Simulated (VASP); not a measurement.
# Co2Ru (P-62m) in VASP: single point with PBE

Aim: the single point of Co2Ru with PBE.

All numbers are computed with VASP 6.6.1; they aren't measurements. Logs are shortened: lines on timing, memory, paths and dates and some standing lists are left out, and cuts for length are marked.

## Step 1: The cell of the first run

It takes space group P-62m (No. 189, hexagonal). Conventional cell: a = 4.476 Å, b = 4.476 Å, c = 4.102 Å, α = 90.00°, β = 90.00°, γ = 120.00°. Within 3.3 Å of Co (site symmetry -62m) lie 6 Co at 2.51 Å and 6 Ru at 2.58 Å. Within 3.3 Å of Co (site symmetry m2m) lie 8 Co at 2.51 to 2.62 Å and 4 Ru at 2.55 Å. Within 3.4 Å of Ru (site symmetry -6) lie 9 Co at 2.55 to 2.58 Å and 3 Ru at 2.58 Å.

## Step 2: Single point, PBE, collinear spin, ferrimagnetic start

File INCAR:

```
ALGO     = Fast           # electronic algorithm
EDIFF    = 1E-6           # SCF threshold, eV
ENCUT    = 520            # plane-wave cutoff, eV
GGA      = PE             # functional
ISIF     = 2              # what is computed and relaxed
ISMEAR   = 0              # smearing method
ISPIN    = 2              # spin polarisation
LASPH    = T              # aspherical terms in the spheres
LCHARG   = F              # write CHGCAR
LMAXMIX  = 4              # l up to which the mixer works
LORBIT   = 11             # projections on sites
LREAL    = F              # projectors in reciprocal space
LWAVE    = F              # write WAVECAR
MAGMOM   = -3 3 -3 -3 0 0 # initial moments
NBANDS   = 45             # bands
NELM     = 150            # most SCF steps
PREC     = Accurate       # precision mode
SIGMA    = 0.1            # smearing width, eV
```

File KPOINTS:

```
k-points
0
Gamma
  6 6 4
```

File POSCAR:

```
Co2Ru
1.0
    4.4759562342      0.0000000030      0.0000000000
   -2.2379781196      3.8762965277      0.0000000000
    0.0000000000      0.0000000000      4.1019911858
Co Ru
4 2
Direct
   -0.0000001868      0.0000000000      0.0000000000
    0.3233913023      0.0000000000      0.5000000000
   -0.0000000052      0.3233910633      0.5000000000
    0.6766089316      0.6766089367      0.5000000000
    0.6666667164      0.3333334747      0.0000000000
    0.3333332417      0.6666665253      0.0000000000
```

Potentials or basis: VASP PAW PBE potentials, release 64 (Co, Ru_pv).

Started as:

```console
$ cat potpaw_PBE.64/Co/POTCAR potpaw_PBE.64/Ru_pv/POTCAR > POTCAR
$ mpirun -np 1 vasp_std > vasp.out
```

OUTCAR:

```text
EDIFF = 1E-6
   ENCUT = 520
   GGA = PE
   ISIF = 2
   ISMEAR = 0
   ISPIN = 2
   LASPH = T
   LORBIT = 11
   LREAL = F
   NELM = 150
   PREC = Accurate

 ion  position               nearest neighbor table
   1  1.000  0.000  0.000-   4 2.51   4 2.51   3 2.51   3 2.51   2 2.51   2 2.51   5 2.58   6 2.58
                             6 2.58   5 2.58   5 2.58   6 2.58
   2  0.323  0.000  0.500-   4 2.51   3 2.51   1 2.51   1 2.51   6 2.55   6 2.55   5 2.55   5 2.55
                             3 2.62   4 2.62   3 2.62   4 2.62
   3  1.000  0.323  0.500-   2 2.51   4 2.51   1 2.51   1 2.51   5 2.55   5 2.55   6 2.55   6 2.55
                             2 2.62   4 2.62   4 2.62   2 2.62
   4  0.677  0.677  0.500-   2 2.51   3 2.51   1 2.51   1 2.51   6 2.55   6 2.55   5 2.55   5 2.55
                             2 2.62   3 2.62   3 2.62   2 2.62
   5  0.667  0.333  0.000-   3 2.55   3 2.55   4 2.55   4 2.55   2 2.55   2 2.55   6 2.58   6 2.58
                             1 2.58   1 2.58   1 2.58   6 2.58
   6  0.333  0.667  0.000-   4 2.55   4 2.55   3 2.55   3 2.55   2 2.55   2 2.55   5 2.58   5 2.58
                             1 2.58   1 2.58   1 2.58   5 2.58

  LATTYP: Found a hexagonal cell.
 ALAT       =     4.4759562342
 C/A-ratio  =     0.9164502446

  Lattice vectors:

 A1 = (   4.4759562342,   0.0000000030,   0.0000000000)
 A2 = (  -2.2379781196,   3.8762965277,   0.0000000000)
 A3 = (   0.0000000000,   0.0000000000,   4.1019911858)

Analysis of symmetry for initial positions (statically):
=====================================================================
 Subroutine PRICEL returns:
 Original cell was already a primitive cell.

 Routine SETGRP: Setting up the symmetry group for a
 hexagonal supercell.

 Subroutine GETGRP returns: Found 12 space group operations
 (whereof 12 operations were pure point group operations)
 out of a pool of 24 trial point group operations.

The static configuration has the point symmetry D_3h.

Analysis of symmetry for dynamics (positions and initial velocities):
=====================================================================
 Subroutine PRICEL returns:
 Original cell was already a primitive cell.

 Routine SETGRP: Setting up the symmetry group for a
 hexagonal supercell.

 Subroutine GETGRP returns: Found 12 space group operations
 (whereof 12 operations were pure point group operations)
 out of a pool of 24 trial point group operations.

The dynamic configuration has the point symmetry D_3h.

Analysis of structural, dynamic, and magnetic symmetry:
=====================================================================
 Subroutine PRICEL returns:
 Original cell was already a primitive cell.

 Routine SETGRP: Setting up the symmetry group for a
 hexagonal supercell.

 Subroutine GETGRP returns: Found  4 space group operations
 (whereof  4 operations were pure point group operations)
 out of a pool of 24 trial point group operations.

The overall configuration has the point symmetry C_2v.

 Subroutine INISYM returns: Found  4 space group operations
 (whereof  4 operations are pure point group operations),
 and found     1 'primitive' translations

----------------------------------------------------------------------------------------

                                     Primitive cell

  volume of cell :      71.1701

  direct lattice vectors                    reciprocal lattice vectors
     4.475956234  0.000000003  0.000000000     0.223415947  0.128989100  0.000000000
    -2.237978120  3.876296528  0.000000000    -0.000000000  0.257978200  0.000000000
     0.000000000  0.000000000  4.101991186     0.000000000  0.000000000  0.243784044

  length of vectors
     4.475956234  4.475960325  4.101991186     0.257978435  0.257978200  0.243784044

  position of ions in fractional coordinates (direct lattice)
     0.999999813  1.000000000  0.000000000
     0.323391302  1.000000000  0.500000000
     0.999999995  0.323391063  0.500000000
     0.676608932  0.676608937  0.500000000
     0.666666716  0.333333475  0.000000000
     0.333333242  0.666666525  0.000000000

  ion indices of the primitive-cell ions
   primitive index   ion index
                 1           1
                 2           2
                 3           3
                 4           4
                 5           5
                 6           6

----------------------------------------------------------------------------------------

 KPOINTS: k-points

Automatic generation of k-mesh.
 Grid dimensions read from file:
 generate k-points for:    6    6    4

 Generating k-lattice:

  Cartesian coordinates                     Fractional coordinates (reciprocal lattice)
     0.037235991  0.021498183  0.000000000     0.166666667  0.000000000  0.000000000
    -0.000000000  0.042996367  0.000000000    -0.000000000  0.166666667  0.000000000
     0.000000000  0.000000000  0.060946011     0.000000000  0.000000000  0.250000000

  Length of vectors
     0.042996406  0.042996367  0.060946011

  Shift w.r.t. Gamma in fractional coordinates (k-lattice)
     0.000000000  0.000000000  0.000000000

 Subroutine IBZKPT returns following result:
 ===========================================

 Found     39 irreducible k-points:

 Following reciprocal coordinates:
            Coordinates               Weight
  0.000000  0.000000  0.000000      1.000000
  0.166667  0.000000  0.000000      4.000000
  0.000000  0.166667  0.000000      2.000000
  0.333333  0.000000  0.000000      4.000000
 -0.000000  0.333333  0.000000      2.000000
  0.500000  0.000000  0.000000      2.000000
[... 16 lines left out ...]
  0.333333  0.166667  0.250000      8.000000
 -0.166667  0.500000  0.250000      8.000000
 [... further k-points ...]
   k-points           NKPTS =     39   k-points in BZ     NKDIM =     39   number of bands    NBANDS=     45
   number of dos      NEDOS =    301   number of ions     NIONS =      6
   total plane-waves  NPLWV =  41472
   dimension x,y,z NGX =    36 NGY =   36 NGZ =   32
   dimension x,y,z NGXF=    72 NGYF=   72 NGZF=   64
   ions per type =               4   2
   NGX,Y,Z   is equivalent  to a cutoff of  13.37, 13.37, 12.97 a.u.
   NGXF,Y,Z  is equivalent  to a cutoff of  26.74, 26.74, 25.94 a.u.
 SYSTEM =  unknown system
   PREC   = accura    normal or accurate (medium, high low for compatibility)
   ISTART =      0    job   : 0-new  1-cont  2-samecut
   ICHARG =      2    charge: 1-file 2-atom 10-const
   ISPIN  =      2    spin polarized calculation?
   LNONCOLLINEAR =      F non collinear calculations
   LSORBIT =      F    spin-orbit coupling
   LASPH  =      T    aspherical Exc in radial PAW
   ENCUT  =  520.0 eV  38.22 Ry    6.18 a.u.   8.32  8.32  7.63*2*pi/ulx,y,z
   NELM   =    150;   NELMIN=  2; NELMDL= -5     # of ELM steps
   EDIFF  = 0.1E-05   stopping-criterion for ELM
   LREAL  =      F    real-space projection
   EDIFFG = 0.1E-04   stopping-criterion for IOM
   NSW    =      0    number of steps for IOM
   IBRION =     -1    ionic relax: 0-MD 1-quasi-New 2-CG
   NFREE  =      0    steps in history (QN), initial steepest desc. (CG)
   ISIF   =      2    stress and relaxation
   ISYM   =      2    0-nonsym 1-usesym 2-fastsym
   POTIM  = 0.5000    time-step for ionic-motion
   TEBEG  =    0.0;   TEEND  =   0.0 temperature during run
   PSTRESS=    0.0 pullay stress
   NELECT =      64.0000    total number of electrons
   NUPDOWN=      -1.0000    fix difference up-down
   EMIN   =  10.00;   EMAX   =-10.00  energy-range for DOS
   EFERMI =   0.00;   METHOD = LEGACY
   ISMEAR =     0;   SIGMA  =   0.10  broadening in eV -4-tet -1-fermi 0-gaus
   EFERMI_NEDOS =   21; number of points for ismear=-14 and -15
   IALGO  =     68    algorithm
   IMIX   =      4    mixing-type and parameters
     AMIX     =   0.40;   BMIX     =  1.00
     AMIX_MAG =   1.60;   BMIX_MAG =  1.00
  volume/ion in A,a.u.               =      11.86        80.05
  Fermi-wavevector in a.u.,A,eV,Ry     =   1.580165  2.986078 33.972658  2.496920
  Thomas-Fermi vector in A             =   2.680434
   LORBIT       =     11    0 simple, 1 ext, 2 COOP (PROOUT), +10 PAW based schemes
   GGA     = PE    functional components
   LHFCALC =     F    Hartree Fock is set to
   AEXX    =    0.0000 exact exchange contribution
   IVDW    =     0    specifies the selected vdW correction
   LEPSILON=     F    determine dielectric tensor
   LRPA    =     F    only Hartree local field effects (RPA)
 spin polarized calculation
 RMM-DIIS sequential band-by-band and
 Gauss-broadening in eV      SIGMA  =   0.10
  energy-cutoff  :      520.00
  volume of cell :       71.17
 maximum number of plane-waves:      1935
 NGX is ok and might be reduce to    36
   NGX = 17   NGY = 17   NGZ = 15

 number of electron      64.0000025 magnetization      -5.3398527

 Free energy of the ion-electron system (eV)
  ---------------------------------------------------
  ext. energy  EPLUGINS =         0.00000000
  ---------------------------------------------------
  free energy    TOTEN  =       -45.91975989 eV

  energy without entropy =      -45.87827026  energy(sigma->0) =      -45.89901507

 E-fermi :  11.1173     XC(G=0): -13.6238

 val. band max:       11.1153403365   @ k =   0.1667   0.1667   0.0000
 cond. band min:      11.1219574018   @ k =  -0.3333   0.1667   0.2500
 fundamental gap:      0.0066170652
 Fermi energy:        11.1172729787

 spin component 1

 k-point     1 :       0.0000    0.0000    0.0000
  band No.  band energies     occupation
      1     -32.0647      1.00000
      2     -32.0646      1.00000
      3     -31.8558      1.00000
      4     -31.7289      1.00000
      5     -31.5433      1.00000
      6     -31.5433      1.00000
[... 36 lines left out ...]
     43      17.7877      0.00000
     44      18.3226      0.00000
[... 1040 lines left out ...]
      4     -31.7728      1.00000
      5     -31.6990      1.00000
      6     -31.4895      1.00000
[... 36 lines left out ...]
     43      20.0096      0.00000
     44      21.6938      0.00000

 [... further k-points ...]

 spin component 2

 k-point     1 :       0.0000    0.0000    0.0000
  band No.  band energies     occupation
      1     -32.1261      1.00000
      2     -32.1261      1.00000
      3     -31.9030      1.00000
      4     -31.7767      1.00000
      5     -31.6034      1.00000
      6     -31.6033      1.00000
[... 36 lines left out ...]
     43      17.5036      0.00000
     44      18.1193      0.00000
[... 1040 lines left out ...]
      4     -31.8204      1.00000
      5     -31.7597      1.00000
      6     -31.5499      1.00000
[... 36 lines left out ...]
     43      19.6058      0.00000
     44      21.3471      0.00000

 [... further k-points ...]

 [bands above 44 left out]

------------------------ aborting loop because EDIFF is reached ----------------------------------------

  FORCE on cell =-STRESS in cart. coord.  units (eV):
  Direction    XX          YY          ZZ          XY          YZ          ZX
  --------------------------------------------------------------------------------------
  -------------------------------------------------------------------------------------
  Total       -0.2462046     -0.2456529     -0.2538029     -0.0000000      0.0000000      0.0000000
  in kB       -5.5425438     -5.5301257     -5.7135962     -0.0000000      0.0000000      0.0000000
  external PRESSURE =      -5.5954219 kB  Pullay stress =       0.0000000 kB

 VOLUME and BASIS-vectors are now :
 -----------------------------------------------------------------------------
  energy-cutoff  :      520.00
  volume of cell :       71.17
      direct lattice vectors                 reciprocal lattice vectors
     4.475956234  0.000000003  0.000000000     0.223415947  0.128989100  0.000000000
    -2.237978120  3.876296528  0.000000000    -0.000000000  0.257978200  0.000000000
     0.000000000  0.000000000  4.101991186     0.000000000  0.000000000  0.243784044

 POSITION                                       TOTAL-FORCE (eV/Angst)
 -----------------------------------------------------------------------------------
      4.47596      0.00000      0.00000        -0.000200     -0.000000      0.000000
      1.44749      0.00000      2.05100        -0.005013     -0.000000      0.000000
      3.75221      1.25356      2.05100         0.002406     -0.004299      0.000000
      1.51424      2.62274      2.05100         0.002406      0.004299      0.000000
      2.23798      1.29210      0.00000         0.000201      0.000205      0.000000
     -0.00000      2.58420      0.00000         0.000201     -0.000205      0.000000
 -----------------------------------------------------------------------------------
    total drift:                                0.000199      0.000003     -0.000000

  FREE ENERGIE OF THE ION-ELECTRON SYSTEM (eV)
  ---------------------------------------------------
  free  energy   TOTEN  =       -45.9197598884 eV

  energy  without entropy=      -45.8782702591  energy(sigma->0) =      -45.89901507

 total charge

# of ion       s       p       d       tot
------------------------------------------
    1        0.497   0.533   7.281   8.311
    2        0.471   0.510   7.258   8.239
    3        0.471   0.510   7.259   8.239
    4        0.471   0.510   7.259   8.239
    5        0.419   6.310   5.961  12.690
    6        0.419   6.310   5.961  12.690
--------------------------------------------------
tot          2.747  14.681  40.980  58.408

 magnetization (x)

# of ion       s       p       d       tot
------------------------------------------
    1       -0.003   0.022  -1.384  -1.366
    2        0.008   0.023  -1.363  -1.332
    3        0.008   0.023  -1.363  -1.332
    4        0.008   0.023  -1.363  -1.332
    5        0.009   0.021  -0.066  -0.036
    6        0.009   0.021  -0.066  -0.036
--------------------------------------------------
tot          0.038   0.133  -5.605  -5.435
```

Run time: 4.3 min. Hardware: 1 thread of Intel Xeon Platinum 8488C (Sapphire Rapids), shared host; peak memory 0.34 GiB.

Results:

```yaml
Free_energy: -45.9198 eV
Pressure: -0.6 GPa
Largest_force: 0.005 eV/Å
Net_moment: -5.34 μB per cell
Site_moments: Co -1.37, -1.33; Ru -0.04 μB
Valence_electrons_inside_the_program's_atomic_spheres: Co 8.31, 8.24; Ru 12.69
```

Forces on the atoms (eV/Å):
```
Co   0.000  0.000  0.000
Co  -0.005  0.000  0.000
Co   0.002 -0.004  0.000
Co   0.002  0.004  0.000
Ru   0.000  0.000  0.000
Ru   0.000  0.000  0.000
```

Levels at points of the mesh, in eV from the Fermi level:
Spin up:
```csv
k point,band 27,band 28,band 29,band 30,band 31,band 32,band 33,band 34
"(0.00, 0.00, 0.00)",-0.63,-0.53,-0.53,0.51,0.67,0.67,0.72,0.89
"(0.50, 0.00, 0.00)",-0.74,-0.41,-0.30,0.08,0.20,0.52,0.83,0.94
"(0.00, 0.50, 0.00)",-0.74,-0.41,-0.30,0.08,0.20,0.52,0.83,0.94
"(0.00, 0.00, 0.50)",-0.60,-0.60,-0.42,-0.42,0.31,0.31,0.69,0.69
"(0.50, 0.00, 0.50)",-0.49,-0.48,0.05,0.45,0.66,0.68,0.86,0.88
"(0.00, 0.50, 0.50)",-0.49,-0.48,0.05,0.45,0.66,0.68,0.86,0.88
```
Spin down:
| k point | band 33 | band 34 | band 35 | band 36 | band 37 | band 38 |
| --- | --- | --- | --- | --- | --- | --- |
| (0.00, 0.00, 0.00) | -0.40 | -0.40 | 0.29 | 0.42 | 0.42 | 0.52 |
| (0.50, 0.00, 0.00) | -0.63 | -0.25 | 0.18 | 0.69 | 0.79 | 1.12 |
| (0.00, 0.50, 0.00) | -0.63 | -0.25 | 0.18 | 0.69 | 0.79 | 1.12 |
| (0.00, 0.00, 0.50) | -0.67 | -0.67 | -0.38 | 0.08 | 0.08 | 0.79 |
| (0.50, 0.00, 0.50) | -0.31 | 0.03 | 0.45 | 0.51 | 0.72 | 1.07 |
| (0.00, 0.50, 0.50) | -0.31 | 0.03 | 0.45 | 0.51 | 0.72 | 1.07 |

Caveat: the k points lie up to 0.38 Å⁻¹ apart.
